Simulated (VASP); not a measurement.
# TiH (F-43m) in VASP: notebook

TiH is run at these levels: PBEsol; tasks: relaxation of cell and atoms.

Program: VASP 6.6.1. These are calculated values, not measurements. Logs are shortened: lines on timing, memory, paths and dates and some standing lists are left out, and cuts for length are marked.

## 1. The cell of the first run

It takes space group F-43m (No. 216, cubic). The conventional cell has a = 4.470 Å, b = 4.470 Å, c = 4.470 Å, α = 90.00°, β = 90.00°, γ = 90.00°. Within 2.6 Å of Ti (site symmetry -43m) lie 4 H at 1.94 Å. H (site symmetry -43m) has 4 Ti at 1.94 Å within 2.6 Å.

## 2. Relaxation of cell and atoms, PBEsol

Contents of INCAR:

```
ALGO     = Normal         # electronic algorithm
EDIFF    = 1E-7           # SCF threshold, eV
EDIFFG   = -0.01          # ionic threshold
ENCUT    = 500            # plane-wave cutoff, eV
GGA      = PS             # functional
GGA_COMPAT= False        
IBRION   = 2              # ionic algorithm
ISIF     = 3              # what is computed and relaxed
ISMEAR   = -1             # smearing method
LASPH    = True           # aspherical terms in the spheres
LCHARG   = False          # write CHGCAR
LREAL    = False          # projectors in reciprocal space
LWAVE    = False          # write WAVECAR
NELM     = 120            # most SCF steps
NELMIN   = 4            
NSW      = 80             # ionic steps
PREC     = Accurate       # precision mode
SIGMA    = 0.1            # smearing width, eV
```

Contents of KPOINTS:

```
k-points
0
Gamma
  17 17 17
```

Contents of POSCAR:

```
TiH
1.0
    0.0000000000      2.2350000000      2.2350000000
    2.2350000000      0.0000000000      2.2350000000
    2.2350000000      2.2350000000      0.0000000000
Ti H
1 1
Direct
    0.0000000000      0.0000000000      0.0000000000
    0.2500000000      0.2500000000      0.2500000000
```

Potentials or basis: VASP PAW PBE potentials, release 64 (Ti_sv, H).

Launch:

```
> cat potpaw_PBE.64/Ti_sv/POTCAR potpaw_PBE.64/H/POTCAR > POTCAR
> mpirun -np 1 vasp_std > vasp.out
```

OUTCAR:

```text
EDIFF = 1E-7
   EDIFFG = -0.01
   ENCUT = 500
   GGA = PS
   IBRION = 2
   ISIF = 3
   ISMEAR = -1
   LASPH = True
   LREAL = False
   NELM = 120
   NELMIN = 4
   NSW = 80
   PREC = Accurate

 ion  position               nearest neighbor table
   1  0.000  0.000  0.000-
   2  0.250  0.250  0.250-

  LATTYP: Found a face centered cubic cell.
 ALAT       =     4.4700000000

  Lattice vectors:

 A1 = (   0.0000000000,   2.2350000000,   2.2350000000)
 A2 = (   2.2350000000,   0.0000000000,   2.2350000000)
 A3 = (   2.2350000000,   2.2350000000,   0.0000000000)

Analysis of symmetry for initial positions (statically):
=====================================================================
 Subroutine PRICEL returns:
 Original cell was already a primitive cell.

 Routine SETGRP: Setting up the symmetry group for a
 face centered cubic supercell.

 Subroutine GETGRP returns: Found 24 space group operations
 (whereof 24 operations were pure point group operations)
 out of a pool of 48 trial point group operations.

The static configuration has the point symmetry T_d .

Analysis of symmetry for dynamics (positions and initial velocities):
=====================================================================
 Subroutine PRICEL returns:
 Original cell was already a primitive cell.

 Routine SETGRP: Setting up the symmetry group for a
 face centered cubic supercell.

 Subroutine GETGRP returns: Found 24 space group operations
 (whereof 24 operations were pure point group operations)
 out of a pool of 48 trial point group operations.

The dynamic configuration has the point symmetry T_d .

 Subroutine INISYM returns: Found 24 space group operations
 (whereof 24 operations are pure point group operations),
 and found     1 'primitive' translations

----------------------------------------------------------------------------------------

                                     Primitive cell

  volume of cell :      22.3287

  direct lattice vectors                    reciprocal lattice vectors
     0.000000000  2.235000000  2.235000000    -0.223713647  0.223713647  0.223713647
     2.235000000  0.000000000  2.235000000     0.223713647 -0.223713647  0.223713647
     2.235000000  2.235000000  0.000000000     0.223713647  0.223713647 -0.223713647

  length of vectors
[... 97 lines left out ...]
   ISMEAR =    -1;   SIGMA  =   0.10  broadening in eV -4-tet -1-fermi 0-gaus
   EFERMI_NEDOS =   21; number of points for ismear=-14 and -15
   IALGO  =     38    algorithm
   IMIX   =      4    mixing-type and parameters
     AMIX     =   0.40;   BMIX     =  1.00
     AMIX_MAG =   1.60;   BMIX_MAG =  1.00
  volume/ion in A,a.u.               =      11.16        75.34
  Fermi-wavevector in a.u.,A,eV,Ry     =   1.367000  2.583255 25.425047  1.868688
  Thomas-Fermi vector in A             =   2.493091
   LORBIT       =      0    0 simple, 1 ext, 2 COOP (PROOUT), +10 PAW based schemes
   GGA     = PS    functional components
   LHFCALC =     F    Hartree Fock is set to
   AEXX    =    0.0000 exact exchange contribution
   IVDW    =     0    specifies the selected vdW correction
   LEPSILON=     F    determine dielectric tensor
   LRPA    =     F    only Hartree local field effects (RPA)
 conjugate gradient relaxation of ions
 non-spin polarized calculation
  energy-cutoff  :      500.00
  volume of cell :       22.33
 maximum number of plane-waves:       578
   NGX = 11   NGY = 11   NGZ = 11

--------------------------------------- Ionic step        1  -------------------------------------------

 number of electron      13.0000004 magnetization

 Free energy of the ion-electron system (eV)
  ---------------------------------------------------
  ext. energy  EPLUGINS =         0.00000000
  ---------------------------------------------------
  free energy    TOTEN  =       -12.24728353 eV

  energy without entropy =      -12.18634969  energy(sigma->0) =      -12.21681661

------------------------ aborting loop because EDIFF is reached ----------------------------------------

  FORCE on cell =-STRESS in cart. coord.  units (eV):
  Direction    XX          YY          ZZ          XY          YZ          ZX
  --------------------------------------------------------------------------------------
  -------------------------------------------------------------------------------------
  Total       -1.7861724     -1.7861724     -1.7861724      0.0000000      0.0000000     -0.0000000
  in kB     -128.1655733   -128.1655733   -128.1655733      0.0000000      0.0000000     -0.0000000
  external PRESSURE =    -128.1655733 kB  Pullay stress =       0.0000000 kB
[... 59 lines left out ...]
--------------------------------------- Ionic step        3  -------------------------------------------

 number of electron      13.0000004 magnetization

 Free energy of the ion-electron system (eV)
  ---------------------------------------------------
  ext. energy  EPLUGINS =         0.00000000
  ---------------------------------------------------
  free energy    TOTEN  =       -12.35941043 eV

  energy without entropy =      -12.30456082  energy(sigma->0) =      -12.33198562

 E-fermi :   7.3758     XC(G=0): -11.6057

 val. band max:        7.3629308063   @ k =   0.1176   0.0588   0.0000
 cond. band min:       7.3980262606   @ k =  -0.4706   0.4118   0.0588
 fundamental gap:      0.0350954543
 Fermi energy:         7.3757575508

 k-point     1 :       0.0000    0.0000    0.0000
  band No.  band energies     occupation
      1     -49.2392      2.00000
      2     -25.3288      2.00000
      3     -25.3288      2.00000
      4     -25.3288      2.00000
      5      -1.3256      2.00000
      6       7.8313      0.02081
      7       7.8313      0.02081
      8       7.8313      0.02081
      9       9.5018      0.00000
     10       9.5018      0.00000
[... 287 lines left out ...]
 k-point    24 :      -0.1176    0.0588    0.0000
  band No.  band energies     occupation
      1     -49.2233      2.00000
      2     -25.4247      2.00000
      3     -25.3524      2.00000
      4     -25.3367      2.00000
      5      -0.8144      2.00000
      6       7.1303      1.84178
      7       8.0298      0.00288
      8       8.0403      0.00260
      9       9.2705      0.00000
     10       9.5237      0.00000

 [... further k-points ...]

------------------------ aborting loop because EDIFF is reached ----------------------------------------

  FORCE on cell =-STRESS in cart. coord.  units (eV):
  Direction    XX          YY          ZZ          XY          YZ          ZX
  --------------------------------------------------------------------------------------
  -------------------------------------------------------------------------------------
  Total        0.0054585      0.0054585      0.0054585     -0.0000000     -0.0000000     -0.0000000
  in kB        0.4420933      0.4420933      0.4420933     -0.0000000     -0.0000000     -0.0000000
  external PRESSURE =       0.4420933 kB  Pullay stress =       0.0000000 kB
[... 17 lines left out ...]
  FREE ENERGIE OF THE ION-ELECTRON SYSTEM (eV)
  ---------------------------------------------------
  free  energy   TOTEN  =       -12.3594104299 eV

  energy  without entropy=      -12.3045608153  energy(sigma->0) =      -12.33198562

 reached required accuracy - stopping structural energy minimisation
```

Run time: 62 s. Hardware: 1 thread of Intel Xeon Platinum 8488C (Sapphire Rapids), shared host; peak memory 0.18 GiB.

Results:

| Quantity | Value |
| --- | --- |
| Free energy | -12.3594 eV |
| Relaxed volume | 9.89 Å³/atom |
| Relaxed cell | a = 3.036 Å, b = 3.036 Å, c = 3.036 Å, α = 60.00°, β = 60.00°, γ = 60.00° |
| Space group after relaxing (to 0.1 Å) | F-43m (No. 216) |
| Energy gained by relaxing | 56.1 meV/atom |
| Ionic steps | 3 |
| Pressure after relaxing | 0.0 GPa |
| Band gap on the k mesh | zero (an odd number of electrons rules out a gap without spin polarisation) |

The path:
| step | energy change (eV) | largest force (eV/Å) | pressure (GPa) | volume (Å³) |
| --- | --- | --- | --- | --- |
| 1 | 0.0000 | 0.0000 | -12.82 | 22.33 |
| 2 | -0.1111 | 0.0000 | 1.54 | 19.57 |
| 3 | -0.1121 | 0.0000 | 0.04 | 19.78 |

Final structure:
```xyz
2
Lattice="0.0000 2.1466 2.1466 2.1466 0.0000 2.1466 2.1466 2.1466 0.0000" Properties=species:S:1:pos:R:3 pbc="T T T"
Ti    0.0000    0.0000    0.0000
H     1.0733    1.0733    1.0733
```

Levels at points of the mesh, in eV from the Fermi level:
```tsv
k point	band 4	band 5	band 6	band 7	band 8	band 9
(0.00, 0.00, 0.00)	-32.70	-8.70	0.46	0.46	0.46	2.13
```

Caveat: the PAW data sets were made with another functional, which shifts forces and pressure a little.

## 3. Relaxation of cell and atoms, PBEsol, target pressure 20 GPa, at which the enthalpy is minimised

Contents of INCAR:

```
ALGO = Normal ; EDIFF = 1E-7
EDIFFG = -0.01 ; ENCUT = 500
GGA = PS ; GGA_COMPAT = F
IBRION = 2 ; ISIF = 3
ISMEAR = -1 ; LASPH = T
LCHARG = F ; LREAL = F
LWAVE = F ; NELM = 120
NELMIN = 4 ; NSW = 80
PREC = Accurate ; PSTRESS = 200.0
SIGMA = 0.1
```

KPOINTS is that of step 2.

POSCAR is that of step 2.

Potentials or basis: VASP PAW PBE potentials, release 64 (Ti_sv, H).

Launch:

```
> cat potpaw_PBE.64/Ti_sv/POTCAR potpaw_PBE.64/H/POTCAR > POTCAR
> mpirun -np 1 vasp_std > vasp.out
```

Wall time 56 s (1 thread of Intel Xeon Platinum 8488C (Sapphire Rapids), shared host); peak memory 0.18 GiB.

The run converged. Its results:

* Free energy: -12.2349 eV
* Relaxed volume: 8.79 Å³/atom
* Relaxed cell: a = 2.919 Å, b = 2.919 Å, c = 2.919 Å, α = 60.00°, β = 60.00°, γ = 60.00°
* Space group after relaxing (to 0.1 Å): F-43m (No. 216)
* Energy change on relaxing (the run minimises the enthalpy): +6.2 meV/atom
* Ionic steps: 3
* Pressure after relaxing: 19.9 GPa
* Band gap on the k mesh: zero (an odd number of electrons rules out a gap without spin polarisation)

Step by step:
| step | energy change (eV) | largest force (eV/Å) | pressure (GPa) | volume (Å³) |
| --- | --- | --- | --- | --- |
| 1 | 0.0000 | 0.0000 | -12.82 | 22.33 |
| 2 | 0.3901 | 0.0000 | 47.53 | 15.72 |
| 3 | 0.0124 | 0.0000 | 19.87 | 17.58 |

Final structure:
```
Ti H
1.0
     0.00000    2.06376    2.06376
     2.06376    0.00000    2.06376
     2.06376    2.06376    0.00000
Ti H
1 1
Direct
  0.00000 0.00000 0.00000
  0.25000 0.25000 0.25000
```

Levels at points of the mesh, in eV from the Fermi level:
```
           k point  band 2  band 3  band 4  band 5  band 6  band 7  band 8  band 9  band 10
(0.00, 0.00, 0.00)  -32.36  -32.36  -32.36   -9.13    0.51    0.51    0.51    2.46     2.46
```

Caveat: the cell is relaxed towards a set pressure, so the run minimises the enthalpy, not the energy; the volume moved by over 15 % at a fixed basis, so the end points are rough; the PAW data sets were made with another functional, which shifts forces and pressure a little.

## 4. Relaxation of cell and atoms, PBEsol, target pressure 40 GPa, at which the enthalpy is minimised

Contents of INCAR:

```
ALGO = Normal
EDIFF = 1E-7
EDIFFG = -0.01
ENCUT = 500
GGA = PS
GGA_COMPAT = F
IBRION = 2
ISIF = 3
ISMEAR = -1
LASPH = T
LCHARG = F
LREAL = F
LWAVE = F
NELM = 120
NELMIN = 4
NSW = 80
PREC = Accurate
PSTRESS = 400.0
SIGMA = 0.1
```

KPOINTS is that of step 3.

POSCAR is that of step 3.

Launch:

```
> cat potpaw_PBE.64/Ti_sv/POTCAR potpaw_PBE.64/H/POTCAR > POTCAR
> mpirun -np 1 vasp_std > vasp.out
```

Wall time 2.2 min (1 thread of Intel Xeon Platinum 8488C (Sapphire Rapids), shared host); peak memory 0.18 GiB.

The run converged. Its results:

| Quantity | Value |
| --- | --- |
| Free energy | -11.9730 eV |
| Relaxed volume | 8.07 Å³/atom |
| Relaxed cell | a = 2.837 Å, b = 2.837 Å, c = 2.837 Å, α = 60.00°, β = 60.00°, γ = 60.00° |
| Space group after relaxing (to 0.1 Å) | F-43m (No. 216) |
| Energy change on relaxing (the run minimises the enthalpy) | +137.1 meV/atom |
| Ionic steps | 7 |
| Pressure after relaxing | 40.0 GPa |
| Band gap on the k mesh | zero (an odd number of electrons rules out a gap without spin polarisation) |

The path:
| step | energy change (eV) | largest force (eV/Å) | pressure (GPa) | volume (Å³) |
| --- | --- | --- | --- | --- |
| 1 | 0.0000 | 0.0000 | -12.82 | 22.33 |
| 2 | 2.2364 | 0.0000 | 145.05 | 12.42 |
| 3 | 0.2239 | 0.0000 | 36.57 | 16.36 |
| 4 | 0.2658 | 0.0000 | 39.43 | 16.18 |
| 5 | 0.2935 | 0.0000 | 41.29 | 16.07 |
| 6 | 0.2589 | 0.0000 | 38.97 | 16.21 |
| 7 | 0.2743 | 0.0000 | 40.00 | 16.15 |

Final structure:
```
CELL_PARAMETERS angstrom
0.00000 2.00618 2.00618
2.00618 0.00000 2.00618
2.00618 2.00618 0.00000
ATOMIC_POSITIONS crystal
Ti 0.00000 0.00000 0.00000
H 0.25000 0.25000 0.25000
```

Levels at points of the mesh, in eV from the Fermi level:
```csv
k point,band 4,band 5,band 6,band 7,band 8,band 9
"(0.00, 0.00, 0.00)",-32.09,-9.42,0.53,0.53,0.53,2.72
```

Caveat: the cell is relaxed towards a set pressure, so the run minimises the enthalpy, not the energy; the volume moved by over 15 % at a fixed basis, so the end points are rough; the PAW data sets were made with another functional, which shifts forces and pressure a little.

(Continued in part 2 of 2.)

The gap in the log of VASP goes by the Fermi energy; the results here count the filled bands.